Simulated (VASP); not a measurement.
# C in VASP: single point with PBE+D3(BJ)

Aim: the single point of C with PBE+D3(BJ).

Everything below comes from runs of VASP 6.6.1. Logs are shortened: lines on timing, memory, paths and dates and some standing lists are left out, and cuts for length are marked.

### 1 The cell of the first run

The cell holds a slab with vacuum, 7 atoms: a = 2.465 Å, b = 2.465 Å, c = 25.699 Å, α = 90.00°, β = 90.00°, γ = 120.00°.

### 2 Single point, PBE+D3(BJ), collinear spin

Contents of INCAR:

```
PREC     = Accurate       # precision mode
ENCUT    = 520            # plane-wave cutoff, eV
EDIFF    = 1E-6           # SCF threshold, eV
ISMEAR   = 0              # smearing method
SIGMA    = 0.05           # smearing width, eV
LREAL    = False          # projectors in reciprocal space
LASPH    = True           # aspherical terms in the spheres
NELM     = 150            # most SCF steps
ALGO     = Normal         # electronic algorithm
ISIF     = 2              # what is computed and relaxed
LWAVE    = False          # write WAVECAR
LCHARG   = False          # write CHGCAR
ISPIN    = 2              # spin polarisation
MAGMOM   = 0 0 0 0 0 0 2  # initial moments
LORBIT   = 11             # projections on sites
LDIPOL   = True         
IDIPOL   = 3            
DIPOL    = 0.5 0.5 0.489
GGA      = PE             # functional
IVDW     = 12             # dispersion correction
NBANDS   = 27             # bands
```

Contents of KPOINTS:

```
Automatic mesh
0
Gamma
  12 12 1
```

Contents of POSCAR:

```
C
1.0
    2.4650495083      0.0000000000      0.0000000000
   -1.2325247542      2.1347954958      0.0000000000
    0.0000000000      0.0000000000     25.6987123419
C
7
Direct
    0.6666666667      0.3333333333      0.3307558716
    0.3333333333      0.6666666667      0.3308185209
    0.2872267893      0.5744535786      0.4623508221
   -0.0459808293     -0.0919616585      0.4624085616
   -0.2921171948     -0.5842343896      0.5851526431
    0.3746171425     -0.2507657150      0.5934141040
    0.3755106805     -0.2489786391      0.6561355995
```

Potentials or basis: VASP PAW PBE potentials, release 64 (C).

Command:

```sh
$ cat potpaw_PBE.64/C/POTCAR > POTCAR
$ mpirun -np 1 vasp_std > vasp.out
```

OUTCAR:

```text
PREC = Accurate
   ENCUT = 520
   EDIFF = 1E-6
   ISMEAR = 0
   LREAL = False
   LASPH = True
   NELM = 150
   ISIF = 2
   ISPIN = 2
   LORBIT = 11
   GGA = PE
   IVDW = 12
 IVDW          = 12

 ion  position               nearest neighbor table
   1  0.667  0.333  0.331-   2 1.42   2 1.42   2 1.42
   2  0.333  0.667  0.331-   1 1.42   1 1.42   1 1.42
   3  0.287  0.574  0.462-   4 1.42   4 1.42   4 1.42
   4  0.954  0.908  0.462-   3 1.42   3 1.42   3 1.42
   5  0.708  0.416  0.585-   6 1.44   6 1.44   6 1.44
   6  0.375  0.749  0.593-   5 1.44   5 1.44   5 1.44   7 1.61
   7  0.376  0.751  0.656-   6 1.61

  LATTYP: Found a hexagonal cell.
 ALAT       =     2.4650495083
 C/A-ratio  =    10.4252317267

  Lattice vectors:

 A1 = (   2.4650495083,   0.0000000000,   0.0000000000)
 A2 = (  -1.2325247542,   2.1347954958,   0.0000000000)
 A3 = (   0.0000000000,   0.0000000000,  25.6987123419)

Analysis of symmetry for initial positions (statically):
=====================================================================
 Subroutine PRICEL returns:
 Original cell was already a primitive cell.

 Routine SETGRP: Setting up the symmetry group for a
 hexagonal supercell.

 Subroutine GETGRP returns: Found  2 space group operations
 (whereof  2 operations were pure point group operations)
 out of a pool of 24 trial point group operations.

The static configuration has the point symmetry C_1h.

Analysis of symmetry for dynamics (positions and initial velocities):
=====================================================================
 Subroutine PRICEL returns:
 Original cell was already a primitive cell.

 Routine SETGRP: Setting up the symmetry group for a
 hexagonal supercell.

 Subroutine GETGRP returns: Found  2 space group operations
 (whereof  2 operations were pure point group operations)
 out of a pool of 24 trial point group operations.

The dynamic configuration has the point symmetry C_1h.

Analysis of structural, dynamic, and magnetic symmetry:
=====================================================================
 Subroutine PRICEL returns:
 Original cell was already a primitive cell.

 Routine SETGRP: Setting up the symmetry group for a
 hexagonal supercell.

 Subroutine GETGRP returns: Found  2 space group operations
 (whereof  2 operations were pure point group operations)
 out of a pool of 24 trial point group operations.

The overall configuration has the point symmetry C_1h.

 Subroutine INISYM returns: Found  2 space group operations
 (whereof  2 operations are pure point group operations),
 and found     1 'primitive' translations

----------------------------------------------------------------------------------------

                                     Primitive cell

  volume of cell :     135.2363

  direct lattice vectors                    reciprocal lattice vectors
     2.465049508  0.000000000  0.000000000     0.405671365  0.234214472  0.000000000
    -1.232524754  2.134795496  0.000000000     0.000000000  0.468428944  0.000000000
     0.000000000  0.000000000 25.698712342     0.000000000  0.000000000  0.038912455

  length of vectors
     2.465049508  2.465049508 25.698712342     0.468428944  0.468428944  0.038912455

  position of ions in fractional coordinates (direct lattice)
     0.666666667  0.333333333  0.330755872
     0.333333333  0.666666667  0.330818521
     0.287226789  0.574453579  0.462350822
     0.954019171  0.908038342  0.462408562
     0.707882805  0.415765610  0.585152643
     0.374617142  0.749234285  0.593414104
     0.375510680  0.751021361  0.656135599

  ion indices of the primitive-cell ions
   primitive index   ion index
                 1           1
                 2           2
                 3           3
                 4           4
                 5           5
                 6           6
                 7           7

----------------------------------------------------------------------------------------

 KPOINTS: Automatic mesh

Automatic generation of k-mesh.
 Grid dimensions read from file:
 generate k-points for:   12   12    1

 Generating k-lattice:

  Cartesian coordinates                     Fractional coordinates (reciprocal lattice)
     0.033805947  0.019517873  0.000000000     0.083333333  0.000000000  0.000000000
     0.000000000  0.039035745  0.000000000     0.000000000  0.083333333  0.000000000
     0.000000000  0.000000000  0.038912455     0.000000000  0.000000000  1.000000000

  Length of vectors
     0.039035745  0.039035745  0.038912455

  Shift w.r.t. Gamma in fractional coordinates (k-lattice)
     0.000000000  0.000000000  0.000000000

 Subroutine IBZKPT returns following result:
 ===========================================

 Found     43 irreducible k-points:

 Following reciprocal coordinates:
            Coordinates               Weight
  0.000000  0.000000  0.000000      1.000000
  0.083333  0.000000  0.000000      4.000000
  0.000000  0.083333  0.000000      2.000000
  0.166667  0.000000  0.000000      4.000000
  0.000000  0.166667  0.000000      2.000000
  0.250000  0.000000  0.000000      4.000000
[... 16 lines left out ...]
 -0.083333  0.416667  0.000000      4.000000
 -0.416667  0.333333  0.000000      4.000000
 [... further k-points ...]
   k-points           NKPTS =     43   k-points in BZ     NKDIM =     43   number of bands    NBANDS=     27
   number of dos      NEDOS =    301   number of ions     NIONS =      7
   total plane-waves  NPLWV =  62208
   dimension x,y,z NGX =    18 NGY =   18 NGZ =  192
   dimension x,y,z NGXF=    36 NGYF=   36 NGZF=  384
   ions per type =               7
   NGX,Y,Z   is equivalent  to a cutoff of  12.14, 12.14, 12.42 a.u.
   NGXF,Y,Z  is equivalent  to a cutoff of  24.28, 24.28, 24.84 a.u.
 SYSTEM =  unknown system
   PREC   = accura    normal or accurate (medium, high low for compatibility)
   ISTART =      0    job   : 0-new  1-cont  2-samecut
   ICHARG =      2    charge: 1-file 2-atom 10-const
   ISPIN  =      2    spin polarized calculation?
   LNONCOLLINEAR =      F non collinear calculations
   LSORBIT =      F    spin-orbit coupling
   LASPH  =      T    aspherical Exc in radial PAW
   ENCUT  =  520.0 eV  38.22 Ry    6.18 a.u.   4.58  4.58 47.78*2*pi/ulx,y,z
   NELM   =    150;   NELMIN=  2; NELMDL= -5     # of ELM steps
   EDIFF  = 0.1E-05   stopping-criterion for ELM
   LREAL  =      F    real-space projection
   EDIFFG = 0.1E-04   stopping-criterion for IOM
   NSW    =      0    number of steps for IOM
   IBRION =     -1    ionic relax: 0-MD 1-quasi-New 2-CG
   NFREE  =      0    steps in history (QN), initial steepest desc. (CG)
   ISIF   =      2    stress and relaxation
   ISYM   =      2    0-nonsym 1-usesym 2-fastsym
   POTIM  = 0.5000    time-step for ionic-motion
   TEBEG  =    0.0;   TEEND  =   0.0 temperature during run
   PSTRESS=    0.0 pullay stress
   NELECT =      28.0000    total number of electrons
   NUPDOWN=      -1.0000    fix difference up-down
   EMIN   =  10.00;   EMAX   =-10.00  energy-range for DOS
   EFERMI =   0.00;   METHOD = LEGACY
   ISMEAR =     0;   SIGMA  =   0.05  broadening in eV -4-tet -1-fermi 0-gaus
   EFERMI_NEDOS =   21; number of points for ismear=-14 and -15
   IALGO  =     38    algorithm
   IMIX   =      4    mixing-type and parameters
     AMIX     =   0.40;   BMIX     =  1.00
     AMIX_MAG =   1.60;   BMIX_MAG =  1.00
  volume/ion in A,a.u.               =      19.32       130.37
  Fermi-wavevector in a.u.,A,eV,Ry     =   0.968493  1.830186 12.761971  0.937978
  Thomas-Fermi vector in A             =   2.098467
   LORBIT       =     11    0 simple, 1 ext, 2 COOP (PROOUT), +10 PAW based schemes
   GGA     = PE    functional components
   LHFCALC =     F    Hartree Fock is set to
   AEXX    =    0.0000 exact exchange contribution
   IVDW    =    12    specifies the selected vdW correction
   LEPSILON=     F    determine dielectric tensor
   LRPA    =     F    only Hartree local field effects (RPA)
 spin polarized calculation
 Gauss-broadening in eV      SIGMA  =   0.05
  energy-cutoff  :      520.00
  volume of cell :      135.24
 maximum number of plane-waves:      3688
   NGX =  9   NGY =  9   NGZ = 95

 dipolmoment           0.000000      0.000000     -0.005744 electrons x Angstroem

 number of electron      27.9999998 magnetization      -0.0000249

 number of electron      27.9999998 magnetization       0.0000069

 dipolmoment           0.000000      0.000000      0.046501 electrons x Angstroem

 Free energy of the ion-electron system (eV)
  ---------------------------------------------------
  ext. energy  EPLUGINS =         0.00000000
  ---------------------------------------------------
  free energy    TOTEN  =       -58.98409419 eV

  energy without entropy =      -58.98239255  energy(sigma->0) =      -58.98324337

 E-fermi :  -0.4480     XC(G=0):  -5.0683

 val. band max:       -0.4589388056   @ k =   0.5000   0.0000   0.0000
 cond. band min:      -0.4086691829   @ k =   0.5000   0.3333   0.0000
 fundamental gap:      0.0502696227
 Fermi energy:        -0.4479518971

 spin component 1

 k-point     1 :       0.0000    0.0000    0.0000
  band No.  band energies     occupation
      1     -22.1351      1.00000
      2     -20.2384      1.00000
      3     -19.9863      1.00000
      4     -14.1205      1.00000
      5      -8.7811      1.00000
      6      -7.9140      1.00000
[... 18 lines left out ...]
     25       7.6277      0.00000
     26       7.6465      0.00000
[... 644 lines left out ...]
      4     -12.9435      1.00000
      5     -11.3219      1.00000
      6     -11.1076      1.00000
[... 18 lines left out ...]
     25       9.5017      0.00000
     26      10.1919      0.00000

 [... further k-points ...]

 spin component 2

 k-point     1 :       0.0000    0.0000    0.0000
  band No.  band energies     occupation
      1     -22.1351      1.00000
      2     -20.2384      1.00000
      3     -19.9863      1.00000
      4     -14.1205      1.00000
      5      -8.7811      1.00000
      6      -7.9140      1.00000
[... 18 lines left out ...]
     25       7.6277      0.00000
     26       7.6464      0.00000
[... 644 lines left out ...]
      4     -12.9435      1.00000
      5     -11.3219      1.00000
      6     -11.1076      1.00000
[... 18 lines left out ...]
     25       9.4371      0.00000
     26      10.1591      0.00000

 [... further k-points ...]

 [bands above 26 left out]

------------------------ aborting loop because EDIFF is reached ----------------------------------------

 vacuum level on the upper side and lower side of the slab       (xc-potential included)         0.681        -0.895

 Edisp (eV)   -0.97517

 E8    (eV) :    -0.2872

  FORCE on cell =-STRESS in cart. coord.  units (eV):
  Direction    XX          YY          ZZ          XY          YZ          ZX
  --------------------------------------------------------------------------------------
  -------------------------------------------------------------------------------------
  Total       2.18789     2.08160    -0.01794    -0.00000     0.02439    -0.00000
  in kB      25.92052    24.66120    -0.21256    -0.00000     0.28891    -0.00000
  external pressure =       16.79 kB  Pullay stress =        0.00 kB

 VOLUME and BASIS-vectors are now :
 -----------------------------------------------------------------------------
  energy-cutoff  :      520.00
  volume of cell :      135.24
      direct lattice vectors                 reciprocal lattice vectors
     2.465049508  0.000000000  0.000000000     0.405671365  0.234214472  0.000000000
    -1.232524754  2.134795496  0.000000000     0.000000000  0.468428944  0.000000000
     0.000000000  0.000000000 25.698712342     0.000000000  0.000000000  0.038912455

 POSITION                                       TOTAL-FORCE (eV/Angst)
 -----------------------------------------------------------------------------------
      1.23252      0.71160      8.50000         0.000000     -0.038767      0.020382
     -0.00000      1.42320      8.50161        -0.000000      0.034242     -0.015604
     -0.00000      1.22634     11.88182        -0.000000      0.001137     -0.000771
      1.23252      1.93848     11.88330        -0.000000      0.001064     -0.000476
      1.23252      0.88757     15.03767        -0.000000      0.001631     -0.018100
     -0.00000      1.59946     15.24998         0.000000     -0.000181     -0.014273
      0.00000      1.60328     16.86184        -0.000000      0.000874      0.028842
 -----------------------------------------------------------------------------------
    total drift:                               -0.000001     -0.000045      0.000233

  FREE ENERGIE OF THE ION-ELECTRON SYSTEM (eV)
  ---------------------------------------------------
  free  energy   TOTEN  =       -59.9592634049 eV

  energy  without entropy=      -59.9575617608  energy(sigma->0) =      -59.95841258

 vacuum level on the upper side and lower side of the slab         5.317         3.714

 total charge

# of ion       s       p       d       tot
------------------------------------------
    1        0.863   1.790   0.000   2.653
    2        0.864   1.786   0.000   2.649
    3        0.863   1.787   0.000   2.651
    4        0.863   1.791   0.000   2.654
    5        0.878   1.740   0.000   2.618
    6        0.852   1.838   0.000   2.690
    7        1.048   1.051   0.000   2.099
--------------------------------------------------
tot          6.230  11.784   0.000  18.014

 magnetization (x)

# of ion       s       p       d       tot
------------------------------------------
    1        0.000   0.000   0.000   0.000
    2       -0.000  -0.000   0.000  -0.000
    3       -0.000   0.000   0.000  -0.000
    4       -0.000  -0.000   0.000  -0.000
    5        0.000   0.000   0.000   0.000
    6       -0.000  -0.000   0.000  -0.000
    7        0.000   0.000   0.000   0.000
--------------------------------------------------
tot          0.000   0.000   0.000   0.000
```

Run time: 21 min. Hardware: 1 thread of Oxide Virtual Turin-like, shared host; peak memory 0.38 GiB.

What came out:

```
Free energy                                           : -59.9593 eV
Largest force                                         : 0.044 eV/Å
Band gap on the k mesh                                : zero (filled and empty bands overlap)
Net moment                                            : 0.00 μB per cell
Valence electrons inside the program's atomic spheres : C 2.65, 2.62, 2.69, 2.10
Dispersion energy per atom                            : -0.139 eV
```

Forces in eV/Å, atoms in the order of the input:
```
C    0.000 -0.039  0.020
C    0.000  0.034 -0.016
C    0.000  0.001 -0.001
C    0.000  0.001  0.000
C    0.000  0.002 -0.018
C    0.000  0.000 -0.014
C    0.000  0.001  0.029
```
